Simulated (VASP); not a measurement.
# BAs (F-43m) in VASP: further runs

Aim: see how the results for BAs move with the level of theory and the settings. Levels: revPBE+D3(BJ), SCAN, PBEsol, LDA. Tasks: single point, dielectric tensor, elastic constants.

All numbers are computed with VASP 6.6.1; they aren't measurements. Logs are shortened: lines on timing, memory, paths and dates and some standing lists are left out, and cuts for length are marked.

### Step 1. The cell of the first run

It takes space group F-43m (No. 216, cubic). Conventional cell: a = 4.777 Å, b = 4.777 Å, c = 4.777 Å, α = 90.00°, β = 90.00°, γ = 90.00°. Within 2.7 Å of As (site symmetry -43m) lie 4 B at 2.07 Å. B (site symmetry -43m) has 4 As at 2.07 Å within 2.7 Å.

### Step 2. Single point, revPBE+D3(BJ), non-collinear spin, zero start, spin-orbit coupling

The input, POSCAR:

```
BAs
1.0
    0.0000000000      2.3885000000      2.3885000000
    2.3885000000      0.0000000000      2.3885000000
    2.3885000000      2.3885000000      0.0000000000
As B
1 1
Direct
    0.2500000000      0.2500000000      0.2500000000
    0.0000000000      0.0000000000      0.0000000000
```

The input, INCAR.step1:

```
SYSTEM = BAs
  PREC = Accurate
  ENCUT = 420
  EDIFF = 1E-6
  ISMEAR = 0
  SIGMA = 0.025
  LREAL = .False.
  LASPH = .True.
  NELM = 200
  ALGO = Normal
  ISIF = 2
  LWAVE = .False.
  LCHARG = .True.
  MAGMOM = 0 0 0 0 0 0
  LSORBIT = .True.
  GGA_COMPAT = .False.
  LORBMOM = .True.
  GGA = RE
  IVDW = 12
  NBANDS = 20
  NEDOS = 2001
  LORBIT = 11
```

The input, KPOINTS.step1:

```
regular mesh
0
Gamma
  10 10 10
  0 0 0
```

The input, INCAR.step2:

```
SYSTEM = BAs
  PREC = Accurate
  ENCUT = 420
  EDIFF = 1E-6
  ISMEAR = -5
  SIGMA = 0.025
  LREAL = .False.
  LASPH = .True.
  NELM = 200
  ALGO = Normal
  ISIF = 2
  LWAVE = .False.
  LCHARG = .False.
  MAGMOM = 0 0 0 0 0 0
  LORBIT = 11
  LSORBIT = .True.
  GGA_COMPAT = .False.
  LORBMOM = .True.
  GGA = RE
  IVDW = 12
  NBANDS = 20
  NEDOS = 1001
  ICHARG = 11
```

The input, KPOINTS.step2:

```
regular mesh
0
Gamma
  15 15 15
  0 0 0
```

Potentials or basis: VASP PAW PBE potentials, release 64 (As, B).

Command:

```
> cat potpaw_PBE.64/As/POTCAR potpaw_PBE.64/B/POTCAR > POTCAR
> cp INCAR.step1 INCAR
> cp KPOINTS.step1 KPOINTS
> mpirun -np 1 vasp_ncl > vasp.out
> cp INCAR.step2 INCAR
> cp KPOINTS.step2 KPOINTS
> mpirun -np 1 vasp_ncl > vasp.out
```

OUTCAR:

```text
SYSTEM = BAs
   PREC = Accurate
   ENCUT = 420
   EDIFF = 1E-6
   ISMEAR = -5
   LREAL = .False.
   LASPH = .True.
   NELM = 200
   ISIF = 2
   LORBIT = 11
   LSORBIT = .True.
   GGA = RE
   IVDW = 12
   ICHARG = 11
 IVDW          = 12

 ion  position               nearest neighbor table
   1  0.250  0.250  0.250-   2 2.07   2 2.07   2 2.07   2 2.07
   2  0.000  0.000  0.000-   1 2.07   1 2.07   1 2.07   1 2.07

  LATTYP: Found a face centered cubic cell.
 ALAT       =     4.7770000000

  Lattice vectors:

 A1 = (   0.0000000000,   2.3885000000,   2.3885000000)
 A2 = (   2.3885000000,   0.0000000000,   2.3885000000)
 A3 = (   2.3885000000,   2.3885000000,   0.0000000000)

Analysis of symmetry for initial positions (statically):
=====================================================================
 Subroutine PRICEL returns:
 Original cell was already a primitive cell.

 Routine SETGRP: Setting up the symmetry group for a
 face centered cubic supercell.

 Subroutine GETGRP returns: Found 24 space group operations
 (whereof 24 operations were pure point group operations)
 out of a pool of 48 trial point group operations.

The static configuration has the point symmetry T_d .

Analysis of symmetry for dynamics (positions and initial velocities):
=====================================================================
 Subroutine PRICEL returns:
 Original cell was already a primitive cell.

 Routine SETGRP: Setting up the symmetry group for a
 face centered cubic supercell.

 Subroutine GETGRP returns: Found 24 space group operations
 (whereof 24 operations were pure point group operations)
 out of a pool of 48 trial point group operations.

The dynamic configuration has the point symmetry T_d .

Analysis of structural, dynamic, and magnetic symmetry:
=====================================================================
 Subroutine PRICEL returns:
 Original cell was already a primitive cell.

 Routine SETGRP: Setting up the symmetry group for a
 face centered cubic supercell.

 Subroutine GETGRP returns: Found 24 space group operations
 (whereof 24 operations were pure point group operations)
 out of a pool of 48 trial point group operations.

The overall configuration has the point symmetry T_d .

 Subroutine INISYM returns: Found 24 space group operations
 (whereof 24 operations are pure point group operations),
 and found     1 'primitive' translations

----------------------------------------------------------------------------------------

[... 728 lines left out ...]
 -----------------------------------------------------------------------------------
    total drift:                                0.000000      0.000000      0.000000

  FREE ENERGIE OF THE ION-ELECTRON SYSTEM (eV)
  ---------------------------------------------------
  free  energy   TOTEN  =       -12.1585343475 eV

  energy  without entropy=      -12.1585343475  energy(sigma->0) =      -12.15853435

 orbital moment (x)

 # of ion     p       d       tot
 ----------------------------------------
  1        -0.000   0.000  -0.000
  2         0.000   0.000   0.000
 ----------------------------------------
            0.000   0.000   0.000

 orbital moment (y)

 # of ion     p       d       tot
 ----------------------------------------
  1         0.000   0.000   0.000
  2        -0.000   0.000  -0.000
 ----------------------------------------
           -0.000   0.000  -0.000

 orbital moment (z)

 # of ion     p       d       tot
 ----------------------------------------
  1        -0.000   0.000  -0.000
  2         0.000   0.000   0.000
 ----------------------------------------
           -0.000   0.000  -0.000

 Spin-Orbit-Coupling matrix elements

 Ion:    1  E_soc:     -0.0209969
 l=   1
     0.0000000    -0.0034737    -0.0034737
    -0.0034737     0.0000000    -0.0034737
    -0.0034737    -0.0034737     0.0000000
 l=   2
     0.0000000    -0.0000130     0.0000000    -0.0000130    -0.0000127
    -0.0000130     0.0000000    -0.0000096    -0.0000130    -0.0000032
     0.0000000    -0.0000096     0.0000000    -0.0000096     0.0000000
    -0.0000130    -0.0000130    -0.0000096     0.0000000    -0.0000032
    -0.0000127    -0.0000032     0.0000000    -0.0000032     0.0000000
 l=   3
     0.0000000     0.0000000     0.0000000     0.0000000     0.0000000     0.0000000     0.0000000
     0.0000000     0.0000000     0.0000000     0.0000000     0.0000000     0.0000000     0.0000000
     0.0000000     0.0000000     0.0000000     0.0000000     0.0000000     0.0000000     0.0000000
     0.0000000     0.0000000     0.0000000     0.0000000     0.0000000     0.0000000     0.0000000
     0.0000000     0.0000000     0.0000000     0.0000000     0.0000000     0.0000000     0.0000000
     0.0000000     0.0000000     0.0000000     0.0000000     0.0000000     0.0000000     0.0000000
     0.0000000     0.0000000     0.0000000     0.0000000     0.0000000     0.0000000     0.0000000

 Ion:    2  E_soc:     -0.0000099
 l=   1
     0.0000000    -0.0000016    -0.0000016
    -0.0000016     0.0000000    -0.0000016
    -0.0000016    -0.0000016     0.0000000
 l=   2
     0.0000000     0.0000000     0.0000000     0.0000000     0.0000000
     0.0000000     0.0000000     0.0000000     0.0000000     0.0000000
     0.0000000     0.0000000     0.0000000     0.0000000     0.0000000
     0.0000000     0.0000000     0.0000000     0.0000000     0.0000000
     0.0000000     0.0000000     0.0000000     0.0000000     0.0000000
 l=   3
     0.0000000     0.0000000     0.0000000     0.0000000     0.0000000     0.0000000     0.0000000
     0.0000000     0.0000000     0.0000000     0.0000000     0.0000000     0.0000000     0.0000000
     0.0000000     0.0000000     0.0000000     0.0000000     0.0000000     0.0000000     0.0000000
     0.0000000     0.0000000     0.0000000     0.0000000     0.0000000     0.0000000     0.0000000
     0.0000000     0.0000000     0.0000000     0.0000000     0.0000000     0.0000000     0.0000000
     0.0000000     0.0000000     0.0000000     0.0000000     0.0000000     0.0000000     0.0000000
     0.0000000     0.0000000     0.0000000     0.0000000     0.0000000     0.0000000     0.0000000

 total charge

# of ion       s       p       d       tot
------------------------------------------
    1        1.170   1.663   0.089   2.922
    2        0.665   1.178   0.000   1.843
--------------------------------------------------
tot          1.835   2.841   0.089   4.765

 magnetization (x)

# of ion       s       p       d       tot
------------------------------------------
    1        0.000   0.000   0.000   0.000
    2       -0.000  -0.000   0.000  -0.000
--------------------------------------------------
tot         -0.000  -0.000   0.000  -0.000

 magnetization (y)

# of ion       s       p       d       tot
------------------------------------------
    1       -0.000   0.000   0.000  -0.000
    2        0.000  -0.000   0.000  -0.000
--------------------------------------------------
tot          0.000  -0.000   0.000  -0.000

 magnetization (z)

# of ion       s       p       d       tot
------------------------------------------
    1       -0.000  -0.000  -0.000  -0.000
    2        0.000   0.000   0.000   0.000
--------------------------------------------------
tot          0.000   0.000  -0.000   0.000
```

OSZICAR.step1:

```text
N       E                     dE             d eps       ncg     rms          rms(c)
DAV:   1     0.143826320751E+02    0.14383E+02   -0.28287E+03  2920   0.593E+02
DAV:   2    -0.104151690973E+02   -0.24798E+02   -0.22941E+02  4068   0.120E+02
DAV:   3    -0.114471331833E+02   -0.10320E+01   -0.10217E+01  3552   0.212E+01
DAV:   4    -0.114510014370E+02   -0.38683E-02   -0.38675E-02  3488   0.151E+00
DAV:   5    -0.114510102641E+02   -0.88272E-05   -0.88274E-05  3384   0.762E-02    0.498E+00
DAV:   6    -0.109119060419E+02    0.53910E+00   -0.36968E-01  3244   0.534E+00    0.246E+00
DAV:   7    -0.108617199991E+02    0.50186E-01   -0.14305E-01  3564   0.265E+00    0.100E+00
DAV:   8    -0.108580391092E+02    0.36809E-02   -0.16106E-02  3264   0.959E-01    0.115E-01
DAV:   9    -0.108581031629E+02   -0.64054E-04   -0.92756E-04  3412   0.260E-01    0.587E-02
DAV:  10    -0.108583381703E+02   -0.23501E-03   -0.26127E-04  3296   0.111E-01    0.406E-02
DAV:  11    -0.108583903028E+02   -0.52132E-04   -0.51218E-05  3452   0.558E-02    0.140E-02
DAV:  12    -0.108583916594E+02   -0.13566E-05   -0.21329E-06  3388   0.115E-02    0.595E-03
DAV:  13    -0.108583925128E+02   -0.85340E-06   -0.25454E-06  3232   0.118E-02
   1 F= -.12161246E+02 E0= -.12161246E+02  d E =-.453192E-13  mag=    -0.0000    -0.0000    -0.0000
```

Run time: 5.1 min. Hardware: 1 thread of AMD EPYC 7R43 (Zen 3), shared host; peak memory 0.25 GiB.

Results:

* Net moment: 0.00 μB per cell
* Valence electrons inside the program's atomic spheres: As 2.92; B 1.84
* Dispersion energy per atom: -0.651 eV

Moments on the atoms (μB; x, y, z):
```
As  0.00 0.00 0.00
B   0.00 0.00 0.00
```

Caveat: the PAW data sets were made with another functional, which shifts forces and pressure a little.

### Step 3. Single point, SCAN

The input, INCAR:

```
METAGGA = SCAN ; ISMEAR = -5
LWAVE = F ; LCHARG = F
NBANDS = 20 ; PREC = Accurate
LASPH = T ; LREAL = F
ALGO = Normal ; EDIFF = 1E-6
NELM = 120 ; GGA_COMPAT = F
ENCUT = 510 ; EFERMI = MIDGAP
LMIXTAU = T ; NEDOS = 4001
LORBIT = 11 ; KPAR = 2
```

The input, KPOINTS:

```
Automatic mesh
0
Gamma
  29 29 29
  0 0 0
```

POSCAR: that of step 2 with these lines changed.

```diff
@@ -8,3 +8,3 @@
 Direct
-    0.2500000000      0.2500000000      0.2500000000
+    0.7500000000      0.7500000000      0.7500000000
     0.0000000000      0.0000000000      0.0000000000
```

Potentials or basis: VASP PAW PBE potentials, release 64 (As, B).

Command:

```
> cat potpaw_PBE.64/As/POTCAR potpaw_PBE.64/B/POTCAR > POTCAR
> mpirun -np 2 vasp_std > vasp.out
```

It took 11 min on 2 MPI ranks of Intel Xeon Platinum 8559C (Emerald Rapids), shared host; peak memory 0.41 GiB.

Results (log left out):

| Quantity | Value |
| --- | --- |
| Free energy | -27.8659 eV |
| Pressure | 0.2 GPa |
| Band gap on the k mesh | 1.42 eV (least direct gap 3.58 eV) |
| Valence electrons inside the program's atomic spheres | As 2.95; B 1.83 |

Levels at points of the mesh, in eV from the valence-band top:
| k point | band 1 | band 2 | band 3 | band 4 | band 5 | band 6 | band 7 | band 8 |
| --- | --- | --- | --- | --- | --- | --- | --- | --- |
| (0.00, 0.00, 0.00) | -16.00 | 0.00 | 0.00 | 0.00 | 3.58 | 3.58 | 3.58 | 5.17 |

Caveat: the PAW data sets were made with another functional, which shifts forces and pressure a little; an odd mesh through Γ misses points on the zone boundary, where band edges can lie. SCAN opens gaps a little over a GGA but as a rule still falls short of measured ones.

### Step 4. Dielectric tensor, PBEsol

The input, INCAR:

```
ALGO     = Normal         # electronic algorithm
EDIFF    = 1E-8           # SCF threshold, eV
ENCUT    = 520            # plane-wave cutoff, eV
GGA      = PS             # functional
ISIF     = 2              # what is computed and relaxed
ISMEAR   = 0              # smearing method
LASPH    = T              # aspherical terms in the spheres
LCHARG   = F              # write CHGCAR
LEPSILON = T              # dielectric tensor by DFPT
LREAL    = F              # projectors in reciprocal space
LWAVE    = F              # write WAVECAR
NELM     = 60             # most SCF steps
PREC     = Accurate       # precision mode
SIGMA    = 0.01           # smearing width, eV
```

The input, KPOINTS:

```
k-points
0
Gamma
  10 10 10
```

POSCAR is that of step 3.

Potentials or basis: VASP PAW PBE potentials, release 64 (As, B).

Command:

```
> cat potpaw_PBE.64/As/POTCAR potpaw_PBE.64/B/POTCAR > POTCAR
> mpirun -np 1 vasp_std > vasp.out
```

OUTCAR:

```text
EDIFF = 1E-8
   ENCUT = 520
   GGA = PS
   ISIF = 2
   ISMEAR = 0
   LASPH = T
   LEPSILON = T
   LREAL = F
   NELM = 60
   PREC = Accurate

 ion  position               nearest neighbor table
   1  0.750  0.750  0.750-   2 2.07   2 2.07   2 2.07   2 2.07
   2  0.000  0.000  0.000-   1 2.07   1 2.07   1 2.07   1 2.07

  LATTYP: Found a face centered cubic cell.
 ALAT       =     4.7770000000

  Lattice vectors:

 A1 = (   0.0000000000,   2.3885000000,   2.3885000000)
 A2 = (   2.3885000000,   0.0000000000,   2.3885000000)
 A3 = (   2.3885000000,   2.3885000000,   0.0000000000)
[... 509 lines left out ...]

 PIEZOELECTRIC TENSOR FIELD DIRECTION 3  (C/m^2)
 -----------------------------------------------------------------------------
    -0.00024 -0.08805  0.00000
    -0.08805 -0.00024  0.00000
     0.00000  0.00000 -0.00003

 MACROSCOPIC STATIC DIELECTRIC TENSOR (including local field effects in DFT)
 ------------------------------------------------------
          10.000171     0.000000     0.000000
           0.000000    10.000171     0.000000
           0.000000     0.000000    10.000171
 ------------------------------------------------------

 PIEZOELECTRIC TENSOR (including local field effects)  for field in x, y, z        (e  Angst)
          XX          YY          ZZ          XY          YZ          ZX
  --------------------------------------------------------------------------------
  x     0.00000    -0.00000    -0.00000     0.00000    -0.14411     0.00000
  y     0.00000     0.00000    -0.00000     0.00000     0.00000    -0.14411
  z     0.00000     0.00000     0.00000    -0.14411     0.00000     0.00000

 PIEZOELECTRIC TENSOR (including local field effects)  for field in x, y, z        (C/m^2)
          XX          YY          ZZ          XY          YZ          ZX
  --------------------------------------------------------------------------------
  x     0.00000    -0.00000    -0.00000     0.00000    -0.08472     0.00000
  y     0.00000     0.00000    -0.00000     0.00000     0.00000    -0.08472
  z     0.00000     0.00000     0.00000    -0.08472     0.00000     0.00000

 BORN EFFECTIVE CHARGES (including local field effects) (in |e|, cummulative output)
 ---------------------------------------------------------------------------------
 ion    1
    1     0.50341     0.00000     0.00000
    2     0.00000     0.50341    -0.00000
    3    -0.00000    -0.00000     0.50341
 ion    2
    1    -0.50341     0.00000    -0.00000
    2    -0.00000    -0.50341     0.00000
    3     0.00000     0.00000    -0.50341
```

OSZICAR:

```text
N       E                     dE             d eps       ncg     rms          rms(c)
DAV:   1     0.122754153193E+02    0.12275E+02   -0.40708E+03   760   0.896E+02
DAV:   2    -0.124385639365E+02   -0.24714E+02   -0.23693E+02  1120   0.108E+02
DAV:   3    -0.128111195068E+02   -0.37256E+00   -0.37256E+00   880   0.173E+01
DAV:   4    -0.128115953006E+02   -0.47579E-03   -0.47579E-03  1120   0.683E-01
[... 11 lines left out ...]
RMM:   5    -0.726606165280E+00   -0.44784E-02   -0.18449E-04  4477   0.105E-01    0.933E-03
RMM:   6    -0.726770642855E+00   -0.16448E-03   -0.21041E-06  4641   0.124E-02    0.475E-03
RMM:   7    -0.726862787424E+00   -0.92145E-04   -0.65716E-07  4542   0.763E-03    0.374E-04
RMM:   8    -0.726879289737E+00   -0.16502E-04   -0.22851E-08  4815   0.592E-04    0.184E-04
RMM:   9    -0.726875015662E+00    0.42741E-05    0.40572E-09  4032   0.276E-04    0.249E-05
RMM:  10    -0.726875129833E+00   -0.11417E-06   -0.52542E-09  3114   0.640E-05    0.471E-06
```

stdout:

```text
POSCAR found type information on POSCAR AsB
 POSCAR found :  2 types and       2 ions
 scaLAPACK will be used
 -----------------------------------------------------------------------------
|                                                                             |
|                                                                             |
|     You enforced a specific xc type in the INCAR file but a different       |
[... 28 lines left out ...]
  Direction:   1
 dielectric tensor                  component  1 :    10.000     2.569     1.528
 Linear response to external field, progress :
  Direction:   2
 dielectric tensor                  component  2 :     2.321    10.000     1.416
 Linear response to external field, progress :
  Direction:   3
 dielectric tensor                  component  3 :     1.860     2.238    10.000
 Born effective charges drift removed
```

Wall time 5.3 min (1 thread of Intel Xeon Platinum 8375C at 2.90GHz (Ice Lake), shared host); peak memory 0.25 GiB.

Results:

- Band gap on the k mesh: 1.08 eV (least direct gap 3.24 eV)
- Electronic dielectric tensor (diagonal): 10.00
- Born charges (mean of the diagonal): As +0.50; B -0.50 e

Electronic dielectric tensor:
```
10.00  0.00  0.00
 0.00 10.00  0.00
 0.00  0.00 10.00
```

Born effective charge tensors (e):
atom 1, As
```
0.50 0.00 0.00
0.00 0.50 0.00
0.00 0.00 0.50
```
atom 2, B
```
-0.50  0.00  0.00
 0.00 -0.50  0.00
 0.00  0.00 -0.50
```

Caveat: the PAW data sets were made with another functional, which shifts forces and pressure a little. PBEsol gaps usually lie below the measured ones, often by a third to a half.

### Step 5. Elastic constants, LDA

The input, INCAR:

```
SYSTEM = BAs
ALGO = Normal
EDIFF = 1E-8
ENCUT = 600
GGA = CA
IBRION = 6
ISIF = 3
ISMEAR = -1
LASPH = .TRUE.
LCHARG = .FALSE.
LREAL = .FALSE.
LWAVE = .FALSE.
NBANDS = 11
NELM = 60
NFREE = 2
NSW = 1
POTIM = 0.015
PREC = Accurate
SIGMA = 0.05
```

The input, KPOINTS:

```
k-points
0
G
  7 7 7
  0 0 0
```

POSCAR is that of step 4.

Potentials or basis: VASP PAW LDA potentials, release 64 (As, B).

Command:

```
> cat potpaw_LDA.64/As/POTCAR potpaw_LDA.64/B/POTCAR > POTCAR
> mpirun -np 1 vasp_std > vasp.out
```

Wall time 6 min (1 thread of Intel Xeon Platinum 8375C at 2.90GHz (Ice Lake), shared host); peak memory 0.2 GiB.

Results (log left out):

- Elastic constants C11, C12, C44: 276, 69, 148 GPa
- Voigt bulk modulus: 138 GPa
- Highest phonon frequency at Γ, LO-TO splitting left out: 686 cm⁻¹

Phonon frequencies in cm⁻¹ (negative: imaginary):
| q point | frequencies |
| --- | --- |
| (0.000, 0.000, 0.000) | 0 0 0 686 686 686 |

Elastic tensor in Voigt notation (GPa, in the Cartesian axes of the cell as first typed):
```
276  69  69   0   0   0
 69 276  69   0   0   0
 69  69 276   0   0   0
  0   0   0 148   0   0
  0   0   0   0 148   0
  0   0   0   0   0 148
```

Clamped-ion elastic tensor (GPa):
```
276  69  69   0   0   0
 69 276  69   0   0   0
 69  69 276   0   0   0
  0   0   0 164   0   0
  0   0   0   0 164   0
  0   0   0   0   0 164
```

Caveat: the cell is under stress, which shifts elastic constants.

### Step 6. The runs side by side

```csv
task,level,potentials or basis,spin,k mesh,cutoff (eV),smearing,dipole correction,k mesh for the DOS,occupations for the DOS,tolerance level,purpose,gap on the mesh (eV)
single point,revPBE+D3(BJ),"VASP PAW PBE potentials, release 64 (As, B)","non-collinear, zero start, SOC",10 × 10 × 10,420,gaussian 0.025 eV,no,15 × 15 × 15,tetrahedron,-,-,-
single point,SCAN,"VASP PAW PBE potentials, release 64 (As, B)",off,29 × 29 × 29,510,tetrahedron,-,-,-,standard,density of states,1.42
dielectric tensor,PBEsol,"VASP PAW PBE potentials, release 64 (As, B)",off,10 × 10 × 10,520,gaussian 0.01 eV,no,-,-,-,-,1.08
elastic constants,LDA,"VASP PAW LDA potentials, release 64 (As, B)",off,7 × 7 × 7,600,fermi-dirac 0.05 eV,no,-,-,-,-,-
```

Alike in all rows: cell as given.

Caveats: the PAW data sets were made with another functional, which shifts forces and pressure a little (at least some runs); an odd mesh through Γ misses points on the zone boundary, where band edges can lie (at least some runs); the cell is under stress, which shifts elastic constants (at least some runs).

Total energies depend on the potentials used, so only differences within one code and one set of settings carry meaning.
